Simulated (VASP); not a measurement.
A run of VASP 6.6.1:

File INCAR:

```
SYSTEM = ZrO2
ALGO     = Normal         ! electronic algorithm
EDIFF    = 1E-7           ! SCF threshold, eV
EDIFFG   = -0.02          ! ionic threshold
ENCUT    = 520            ! plane-wave cutoff, eV
GGA      = PE             ! functional
GGA_COMPAT= .FALSE.      
IBRION   = 2              ! ionic algorithm
ISIF     = 2              ! what is computed and relaxed
ISMEAR   = -1             ! smearing method
LASPH    = .TRUE.         ! aspherical terms in the spheres
LCHARG   = .FALSE.        ! write CHGCAR
LREAL    = .FALSE.        ! projectors in reciprocal space
LWAVE    = .FALSE.        ! write WAVECAR
NELM     = 120            ! most SCF steps
NELMIN   = 4            
NSW      = 80             ! ionic steps
PREC     = Accurate       ! precision mode
SIGMA    = 0.02           ! smearing width, eV
```

Contents of KPOINTS:

```
k-points
0
G
  8 8 6
  0 0 0
```

File POSCAR:

```
ZrO2
1.0
    3.6199159258      0.0000000000      0.0000000000
    0.0000000000      3.6199159258      0.0000000000
    0.0000000000      0.0000000000      5.2112857674
Zr O
2 4
Direct
    0.0000000000      0.0000000000      0.0000000000
    0.5000000000      0.5000000000      0.5000000000
    0.0000000000      0.5000000000      0.2011907693
    0.0000000000      0.5000000000      0.7011907693
    0.5000000000      0.0000000000      0.2988092307
    0.5000000000      0.0000000000      0.7988092307
```

Potentials or basis: VASP PAW PBE potentials, release 64 (Zr_sv, O).

Run with:

```bash
$ cat potpaw_PBE.64/Zr_sv/POTCAR potpaw_PBE.64/O/POTCAR > POTCAR
$ mpirun -np 1 vasp_std > vasp.out
```

Hardware: 1 thread of Intel(R) Xeon(R) 6975P-C (Granite Rapids), on a shared host.

Problem. How long does it take, and how much memory?

Solution. It took 120 s on 1 thread of Intel(R) Xeon(R) 6975P-C (Granite Rapids), with other jobs on the host, peak memory 0.23 GiB. Counts: scf iterations 30, k points 60, ion steps 3.
